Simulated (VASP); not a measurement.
# Nd in VASP: single point with PBE

Aim: the single point of Nd with PBE.

All numbers are computed with VASP 6.6.1; they aren't measurements. Logs are shortened: lines on timing, memory, paths and dates and some standing lists are left out, and cuts for length are marked.

### 1 The cell of the first run

The cell holds a cluster in a box, 1 atom: a = 7.600 Å, b = 8.056 Å, c = 7.220 Å, α = 90.00°, β = 90.00°, γ = 90.00°.

### 2 Single point, PBE

INCAR

```
PREC = Accurate
ENCUT = 520
EDIFF = 1E-6
ISMEAR = -1
SIGMA = 0.1
LREAL = F
LASPH = T
NELM = 200
ALGO = Normal
ISIF = 2
LWAVE = F
LCHARG = F
GGA = PE
NBANDS = 13
GGA_COMPAT = F
LMAXMIX = 6
```

KPOINTS

```
regular mesh
0
Gamma
  1 1 1
```

POSCAR

```
Nd
1.0
    7.6000000000      0.0000000000      0.0000000000
    0.0000000000      8.0560000000      0.0000000000
    0.0000000000      0.0000000000      7.2200000000
Nd
1
Direct
    0.5100000000      0.5200000000      0.4900000000
```

Potentials or basis: VASP PAW PBE potentials, release 64 (Nd).

The run is started by

```bash
cat potpaw_PBE.64/Nd/POTCAR > POTCAR
mpirun -np 1 vasp_gam > vasp.out
```

OUTCAR:

```text
PREC = Accurate
   ENCUT = 520
   EDIFF = 1E-6
   ISMEAR = -1
   LREAL = F
   LASPH = T
   NELM = 200
   ISIF = 2
   GGA = PE

 ion  position               nearest neighbor table
   1  0.510  0.520  0.490-

  LATTYP: Found a simple orthorhombic cell.
 ALAT       =     7.2200000000
 B/A-ratio  =     1.0526315789
 C/A-ratio  =     1.1157894737

  Lattice vectors:

 A1 = (   0.0000000000,   0.0000000000,   7.2200000000)
 A2 = (   7.6000000000,   0.0000000000,   0.0000000000)
 A3 = (   0.0000000000,   8.0560000000,   0.0000000000)

Analysis of symmetry for initial positions (statically):
=====================================================================
 Subroutine PRICEL returns:
 Original cell was already a primitive cell.

 Routine SETGRP: Setting up the symmetry group for a
 simple orthorhombic supercell.

 Subroutine GETGRP returns: Found  8 space group operations
 (whereof  1 operations were pure point group operations)
 out of a pool of  8 trial point group operations.

The static configuration has the point symmetry C_1 .
 The point group associated with its full space group is D_2h.

Analysis of symmetry for dynamics (positions and initial velocities):
=====================================================================
 Subroutine PRICEL returns:
 Original cell was already a primitive cell.

 Routine SETGRP: Setting up the symmetry group for a
 simple orthorhombic supercell.

 Subroutine GETGRP returns: Found  8 space group operations
 (whereof  1 operations were pure point group operations)
 out of a pool of  8 trial point group operations.

The dynamic configuration has the point symmetry C_1 .
 The point group associated with its full space group is D_2h.

 Subroutine INISYM returns: Found  8 space group operations
 (whereof  1 operations are pure point group operations),
 and found     1 'primitive' translations

----------------------------------------------------------------------------------------

                                     Primitive cell

  volume of cell :     442.0488

  direct lattice vectors                    reciprocal lattice vectors
     7.600000000  0.000000000  0.000000000     0.131578947  0.000000000  0.000000000
     0.000000000  8.056000000  0.000000000     0.000000000  0.124131082  0.000000000
     0.000000000  0.000000000  7.220000000     0.000000000  0.000000000  0.138504155

  length of vectors
     7.600000000  8.056000000  7.220000000     0.131578947  0.124131082  0.138504155

  position of ions in fractional coordinates (direct lattice)
     0.510000000  0.520000000  0.490000000

  ion indices of the primitive-cell ions
   primitive index   ion index
                 1           1

----------------------------------------------------------------------------------------

 KPOINTS: regular mesh

Automatic generation of k-mesh.
 Grid dimensions read from file:
 generate k-points for:    1    1    1

 Generating k-lattice:

  Cartesian coordinates                     Fractional coordinates (reciprocal lattice)
     0.131578947  0.000000000  0.000000000     1.000000000  0.000000000  0.000000000
     0.000000000  0.124131082  0.000000000     0.000000000  1.000000000  0.000000000
     0.000000000  0.000000000  0.138504155     0.000000000  0.000000000  1.000000000

  Length of vectors
     0.131578947  0.124131082  0.138504155

  Shift w.r.t. Gamma in fractional coordinates (k-lattice)
     0.000000000  0.000000000  0.000000000

 Subroutine IBZKPT returns following result:
 ===========================================

 Found      1 irreducible k-points:

 Following reciprocal coordinates:
            Coordinates               Weight
  0.000000  0.000000  0.000000      1.000000
   k-points           NKPTS =      1   k-points in BZ     NKDIM =      1   number of bands    NBANDS=     13
   number of dos      NEDOS =    301   number of ions     NIONS =      1
   total plane-waves  NPLWV = 194400
   dimension x,y,z NGX =    60 NGY =   60 NGZ =   54
   dimension x,y,z NGXF=   120 NGYF=  120 NGZF=  108
   ions per type =               1
   NGX,Y,Z   is equivalent  to a cutoff of  13.12, 12.38, 12.43 a.u.
   NGXF,Y,Z  is equivalent  to a cutoff of  26.25, 24.76, 24.87 a.u.
 SYSTEM =  unknown system
   PREC   = accura    normal or accurate (medium, high low for compatibility)
   ISTART =      0    job   : 0-new  1-cont  2-samecut
   ICHARG =      2    charge: 1-file 2-atom 10-const
   ISPIN  =      1    spin polarized calculation?
   LNONCOLLINEAR =      F non collinear calculations
   LSORBIT =      F    spin-orbit coupling
   LASPH  =      T    aspherical Exc in radial PAW
   ENCUT  =  520.0 eV  38.22 Ry    6.18 a.u.  14.13 14.98 13.42*2*pi/ulx,y,z
   NELM   =    200;   NELMIN=  2; NELMDL= -5     # of ELM steps
   EDIFF  = 0.1E-05   stopping-criterion for ELM
   LREAL  =      F    real-space projection
   EDIFFG = 0.1E-04   stopping-criterion for IOM
   NSW    =      0    number of steps for IOM
   IBRION =     -1    ionic relax: 0-MD 1-quasi-New 2-CG
   NFREE  =      0    steps in history (QN), initial steepest desc. (CG)
   ISIF   =      2    stress and relaxation
   ISYM   =      2    0-nonsym 1-usesym 2-fastsym
   POTIM  = 0.5000    time-step for ionic-motion
   TEBEG  =    0.0;   TEEND  =   0.0 temperature during run
   PSTRESS=    0.0 pullay stress
   NELECT =      14.0000    total number of electrons
   NUPDOWN=      -1.0000    fix difference up-down
   EMIN   =  10.00;   EMAX   =-10.00  energy-range for DOS
   EFERMI =   0.00;   METHOD = LEGACY
   ISMEAR =    -1;   SIGMA  =   0.10  broadening in eV -4-tet -1-fermi 0-gaus
   EFERMI_NEDOS =   21; number of points for ismear=-14 and -15
   IALGO  =     38    algorithm
   IMIX   =      4    mixing-type and parameters
     AMIX     =   0.40;   BMIX     =  1.00
     AMIX_MAG =   1.60;   BMIX_MAG =  1.00
  volume/ion in A,a.u.               =     442.05      2983.09
  Fermi-wavevector in a.u.,A,eV,Ry     =   0.517957  0.978798  3.650170  0.268280
  Thomas-Fermi vector in A             =   1.534620
   LORBIT       =      0    0 simple, 1 ext, 2 COOP (PROOUT), +10 PAW based schemes
   GGA     = PE    functional components
   LHFCALC =     F    Hartree Fock is set to
   AEXX    =    0.0000 exact exchange contribution
   IVDW    =     0    specifies the selected vdW correction
   LEPSILON=     F    determine dielectric tensor
   LRPA    =     F    only Hartree local field effects (RPA)
 non-spin polarized calculation
  energy-cutoff  :      520.00
  volume of cell :      442.05
 maximum number of plane-waves:      5954
 NGX is ok and might be reduce to    60
   NGX = 29   NGY = 29   NGZ = 27

 number of electron      14.0000000 magnetization

 Free energy of the ion-electron system (eV)
  ---------------------------------------------------
  ext. energy  EPLUGINS =         0.00000000
  ---------------------------------------------------
  free energy    TOTEN  =        -1.84303021 eV

  energy without entropy =       -0.97089296  energy(sigma->0) =       -1.40696158

 E-fermi :  -1.8907     XC(G=0):  -2.8093

 val. band max:       -3.1124164189   @ k =   0.0000   0.0000   0.0000
 cond. band min:      -1.8041548935   @ k =   0.0000   0.0000   0.0000
 fundamental gap:      1.3082615254
 Fermi energy:        -1.8907090559

 k-point     1 :       0.0000    0.0000    0.0000
  band No.  band energies     occupation
      1     -40.4352      2.00000
      2     -22.0097      2.00000
      3     -21.9842      2.00000
      4     -21.9566      2.00000
      5      -3.1124      1.99999
      6      -1.8042      0.59237
      7      -1.8024      0.58495
      8      -1.7984      0.56882
      9      -1.7967      0.56193
     10      -1.7911      0.53936
     11      -1.7863      0.52057
     12      -1.7822      0.50516
     13      -1.6215      0.12685

------------------------ aborting loop because EDIFF is reached ----------------------------------------

  FORCE on cell =-STRESS in cart. coord.  units (eV):
  Direction    XX          YY          ZZ          XY          YZ          ZX
  --------------------------------------------------------------------------------------
  -------------------------------------------------------------------------------------
  Total       -1.2772744     -0.8924826     -1.6588807      0.0000000      0.0000000      0.0000000
  in kB       -4.6293983     -3.2347453     -6.0125056      0.0000000      0.0000000      0.0000000
  external PRESSURE =      -4.6255497 kB  Pullay stress =       0.0000000 kB

 VOLUME and BASIS-vectors are now :
 -----------------------------------------------------------------------------
  energy-cutoff  :      520.00
  volume of cell :      442.05
      direct lattice vectors                 reciprocal lattice vectors
     7.600000000  0.000000000  0.000000000     0.131578947  0.000000000  0.000000000
     0.000000000  8.056000000  0.000000000     0.000000000  0.124131082  0.000000000
     0.000000000  0.000000000  7.220000000     0.000000000  0.000000000  0.138504155

 POSITION                                       TOTAL-FORCE (eV/Angst)
 -----------------------------------------------------------------------------------
      3.87600      4.18912      3.53780         0.000000      0.000000      0.000000
 -----------------------------------------------------------------------------------
    total drift:                                0.000002     -0.000000     -0.000002

  FREE ENERGIE OF THE ION-ELECTRON SYSTEM (eV)
  ---------------------------------------------------
  free  energy   TOTEN  =        -1.8430302117 eV

  energy  without entropy=       -0.9708929565  energy(sigma->0) =       -1.40696158
```

Run time: 2.2 min. Hardware: 1 thread of Intel Xeon 6975P-C (Granite Rapids), shared host; peak memory 0.43 GiB.

Results:

| Item | Value |
| --- | --- |
| Free energy | -1.8430 eV |
| Gap between the frontier levels | 0.00 eV |

Caveat: spin-orbit coupling is left out, which moves the levels of the heavy elements.
